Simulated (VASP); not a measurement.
# In2Ga3As5 (I-4m2) in VASP: single point with PBE

Aim: the single point of In2Ga3As5 with PBE.

All numbers are computed with VASP 6.6.1; they aren't measurements. Logs are shortened: lines on timing, memory, paths and dates and some standing lists are left out, and cuts for length are marked.

### Step 1. The cell of the first run

It takes space group I-4m2 (No. 119, tetragonal). Conventional cell: a = 4.178 Å, b = 4.178 Å, c = 29.768 Å, α = 90.00°, β = 90.00°, γ = 90.00°. In (site symmetry 2mm) has 4 As at 2.65 Å within 3.5 Å. Ga (site symmetry -4m2) has 4 As at 2.51 Å within 3.3 Å. Ga (site symmetry 2mm) has 4 As at 2.51 to 2.52 Å within 3.3 Å. As (site symmetry 2mm) has 2 Ga at 2.51 Å and 2 In at 2.65 Å within 3.3 Å. As (site symmetry 2mm) has 2 Ga at 2.51 Å and 2 In at 2.65 Å within 3.3 Å. Within 3.3 Å of As (site symmetry -4m2) lie 4 Ga at 2.52 Å.

### Step 2. Single point, PBE

INCAR reads:

```
PREC = Accurate
ENCUT = 500
EDIFF = 1E-6
ISMEAR = 0
SIGMA = 0.2
LREAL = F
LASPH = T
NELM = 120
ALGO = Normal
ISIF = 2
LWAVE = F
LCHARG = T
GGA = PE
LELF = T
LVHAR = T
NBANDS = 56
GGA_COMPAT = F
```

KPOINTS reads:

```
Automatic mesh
0
Gamma
  6 6 6
```

POSCAR reads:

```
In2Ga3As5
1.0
    0.0000000000     -4.1783636000      0.0000000000
    4.1783636000      0.0000000000      0.0000000000
   -2.0891818000      2.0891818000     14.8840365000
In Ga As
2 3 5
Direct
    0.3514570000      0.8514570000      0.7029140000
    0.1485430000      0.6485430000      0.2970860000
    0.7500000000      0.2500000000      0.5000000000
    0.5471740000      0.0471740000      0.0943480000
    0.9528260000      0.4528260000      0.9056520000
    0.9060920000      0.9060920000      0.8121840000
    0.2967960000      0.2967960000      0.5935920000
    0.7032040000      0.7032040000      0.4064080000
    0.0939080000      0.0939080000      0.1878160000
    0.5000000000      0.5000000000      0.0000000000
```

Potentials or basis: VASP PAW PBE potentials, release 64 (In_d, Ga_d, As).

The run is started by

```
$ cat potpaw_PBE.64/In_d/POTCAR potpaw_PBE.64/Ga_d/POTCAR potpaw_PBE.64/As/POTCAR > POTCAR
$ mpirun -np 1 vasp_std > vasp.out
```

OUTCAR:

```text
PREC = Accurate
   ENCUT = 500
   EDIFF = 1E-6
   ISMEAR = 0
   LREAL = F
   LASPH = T
   NELM = 120
   ISIF = 2
   GGA = PE

 ion  position               nearest neighbor table
   1  0.351  0.851  0.703-   6 2.65   6 2.65   7 2.65   7 2.65
   2  0.149  0.649  0.297-   9 2.65   9 2.65   8 2.65   8 2.65
   3  0.750  0.250  0.500-   7 2.51   7 2.51   8 2.51   8 2.51
   4  0.547  0.047  0.094-   9 2.51   9 2.51  10 2.52  10 2.52
   5  0.953  0.453  0.906-   6 2.51   6 2.51  10 2.52  10 2.52
   6  0.906  0.906  0.812-   5 2.51   5 2.51   1 2.65   1 2.65
   7  0.297  0.297  0.594-   3 2.51   3 2.51   1 2.65   1 2.65
   8  0.703  0.703  0.406-   3 2.51   3 2.51   2 2.65   2 2.65
   9  0.094  0.094  0.188-   4 2.51   4 2.51   2 2.65   2 2.65
  10  0.500  0.500  0.000-   4 2.52   4 2.52   5 2.52   5 2.52

  LATTYP: Found a body centered tetragonal cell.
 ALAT       =     4.1783636000
 C/A-ratio  =     7.1243376235

  Lattice vectors:

 A1 = (  -2.0891818000,  -2.0891818000, -14.8840365000)
 A2 = (   2.0891818000,   2.0891818000, -14.8840365000)
 A3 = (   2.0891818000,  -2.0891818000,  14.8840365000)

Analysis of symmetry for initial positions (statically):
=====================================================================
 Subroutine PRICEL returns:
 Original cell was already a primitive cell.

 Routine SETGRP: Setting up the symmetry group for a
 body centered tetragonal supercell.

 Subroutine GETGRP returns: Found  8 space group operations
 (whereof  8 operations were pure point group operations)
 out of a pool of 16 trial point group operations.

The static configuration has the point symmetry D_2d.

Analysis of symmetry for dynamics (positions and initial velocities):
=====================================================================
 Subroutine PRICEL returns:
 Original cell was already a primitive cell.

 Routine SETGRP: Setting up the symmetry group for a
 body centered tetragonal supercell.

 Subroutine GETGRP returns: Found  8 space group operations
 (whereof  8 operations were pure point group operations)
 out of a pool of 16 trial point group operations.

The dynamic configuration has the point symmetry D_2d.

 Subroutine INISYM returns: Found  8 space group operations
 (whereof  8 operations are pure point group operations),
 and found     1 'primitive' translations

----------------------------------------------------------------------------------------
[... 112 lines left out ...]
   NSW    =      0    number of steps for IOM
   IBRION =     -1    ionic relax: 0-MD 1-quasi-New 2-CG
   NFREE  =      0    steps in history (QN), initial steepest desc. (CG)
   ISIF   =      2    stress and relaxation
   ISYM   =      2    0-nonsym 1-usesym 2-fastsym
   POTIM  = 0.5000    time-step for ionic-motion
   TEBEG  =    0.0;   TEEND  =   0.0 temperature during run
   PSTRESS=    0.0 pullay stress
   NELECT =      90.0000    total number of electrons
   NUPDOWN=      -1.0000    fix difference up-down
   EMIN   =  10.00;   EMAX   =-10.00  energy-range for DOS
   EFERMI =   0.00;   METHOD = LEGACY
   ISMEAR =     0;   SIGMA  =   0.20  broadening in eV -4-tet -1-fermi 0-gaus
   EFERMI_NEDOS =   21; number of points for ismear=-14 and -15
   IALGO  =     38    algorithm
   IMIX   =      4    mixing-type and parameters
     AMIX     =   0.40;   BMIX     =  1.00
     AMIX_MAG =   1.60;   BMIX_MAG =  1.00
  volume/ion in A,a.u.               =      25.99       175.36
  Fermi-wavevector in a.u.,A,eV,Ry     =   1.149683  2.172585 17.983772  1.321770
  Thomas-Fermi vector in A             =   2.286351
   LORBIT       =      0    0 simple, 1 ext, 2 COOP (PROOUT), +10 PAW based schemes
   GGA     = PE    functional components
   LHFCALC =     F    Hartree Fock is set to
   AEXX    =    0.0000 exact exchange contribution
   IVDW    =     0    specifies the selected vdW correction
   LEPSILON=     F    determine dielectric tensor
   LRPA    =     F    only Hartree local field effects (RPA)
 non-spin polarized calculation
 Gauss-broadening in eV      SIGMA  =   0.20
  energy-cutoff  :      500.00
  volume of cell :      259.86
 maximum number of plane-waves:      6630
   NGX = 15   NGY = 15   NGZ = 55

 number of electron      89.9999967 magnetization

 Free energy of the ion-electron system (eV)
  ---------------------------------------------------
  ext. energy  EPLUGINS =         0.00000000
  ---------------------------------------------------
  free energy    TOTEN  =       -40.04433110 eV

  energy without entropy =      -40.04063389  energy(sigma->0) =      -40.04248249

 E-fermi :   3.8730     XC(G=0):  -9.1343

 val. band max:        3.7340387737   @ k =   0.0000   0.0000   0.0000
 cond. band min:       4.0367405165   @ k =   0.0000   0.0000   0.1667
 fundamental gap:      0.3027017429
 Fermi energy:         3.8729852082

 k-point     1 :       0.0000    0.0000    0.0000
  band No.  band energies     occupation
      1     -11.1099      2.00000
      2     -11.1065      2.00000
      3     -11.0666      2.00000
      4     -11.0490      2.00000
      5     -11.0490      2.00000
      6     -11.0427      2.00000
[... 1405 lines left out ...]
     55       8.0232      0.00000
     56       8.8323      0.00000

 [... further k-points ...]
[... 5 lines left out ...]
  --------------------------------------------------------------------------------------
  -------------------------------------------------------------------------------------
  Total        0.3044719      0.3044719      0.0011768      0.0000000      0.0000000     -0.0000000
  in kB        1.8772610      1.8772610      0.0072555      0.0000000      0.0000000     -0.0000000
  external PRESSURE =       1.2539259 kB  Pullay stress =       0.0000000 kB

 VOLUME and BASIS-vectors are now :
 -----------------------------------------------------------------------------
  energy-cutoff  :      500.00
  volume of cell :      259.86
      direct lattice vectors                 reciprocal lattice vectors
     0.000000000 -4.178363600  0.000000000     0.000000000 -0.239328143  0.033593038
     4.178363600  0.000000000  0.000000000     0.239328143  0.000000000  0.033593038
    -2.089181800  2.089181800 14.884036500     0.000000000  0.000000000  0.067186075

 POSITION                                       TOTAL-FORCE (eV/Angst)
 -----------------------------------------------------------------------------------
      2.08918     -0.00000     10.46220        -0.000000      0.000000     -0.004659
      2.08918      0.00000      4.42184         0.000000     -0.000000      0.004659
      0.00000     -2.08918      7.44202        -0.000000     -0.000000      0.000000
      0.00000     -2.08918      1.40428        -0.000000     -0.000000      0.000277
      0.00000     -2.08918     13.47976        -0.000000      0.000000     -0.000277
      2.08918     -2.08918     12.08858         0.000000      0.000000     -0.003293
      0.00000      0.00000      8.83504         0.000000     -0.000000      0.008094
      2.08918     -2.08918      6.04899        -0.000000      0.000000     -0.008094
      0.00000      0.00000      2.79546         0.000000      0.000000      0.003293
      2.08918     -2.08918      0.00000        -0.000000     -0.000000      0.000000
 -----------------------------------------------------------------------------------
    total drift:                               -0.000010     -0.000010     -0.000000

  FREE ENERGIE OF THE ION-ELECTRON SYSTEM (eV)
  ---------------------------------------------------
  free  energy   TOTEN  =       -40.0443310981 eV

  energy  without entropy=      -40.0406338909  energy(sigma->0) =      -40.04248249
```

stdout:

```text
POSCAR found type information on POSCAR InGaAs
 POSCAR found :  3 types and      10 ions
 scaLAPACK will be used
 LDA part: xc-table for (Slater+PW92), standard interpolation
 POSCAR, INCAR and KPOINTS ok, starting setup
 FFT: planning ... GRIDC
 FFT: planning ... GRID_SOFT
 FFT: planning ... GRID
 WAVECAR not read
 entering main loop
```

It took 4.5 min on 1 thread of AMD EPYC 9R45 (Zen 5), shared host; peak memory 0.5 GiB.

What came out:

```yaml
Free_energy: -40.0443 eV
Pressure: 0.1 GPa
Largest_force: 0.008 eV/Å
Band_gap_on_the_k_mesh: zero (filled and empty bands touch)
```

Forces in eV/Å, atoms in the order of the input:
```
In   0.000  0.000 -0.005
In   0.000  0.000  0.005
Ga   0.000  0.000  0.000
Ga   0.000  0.000  0.000
Ga   0.000  0.000  0.000
As   0.000  0.000 -0.003
As   0.000  0.000  0.008
As   0.000  0.000 -0.008
As   0.000  0.000  0.003
As   0.000  0.000  0.000
```

Stress tensor (GPa, compression positive):
```
0.19 0.00 0.00
0.00 0.19 0.00
0.00 0.00 0.00
```

Caveat: semilocal functionals underestimate gaps, and a narrow one can read as zero; spin-orbit coupling is left out, which moves the levels of the heavy elements.

The gap in the log of VASP goes by the Fermi energy; the results here count the filled bands.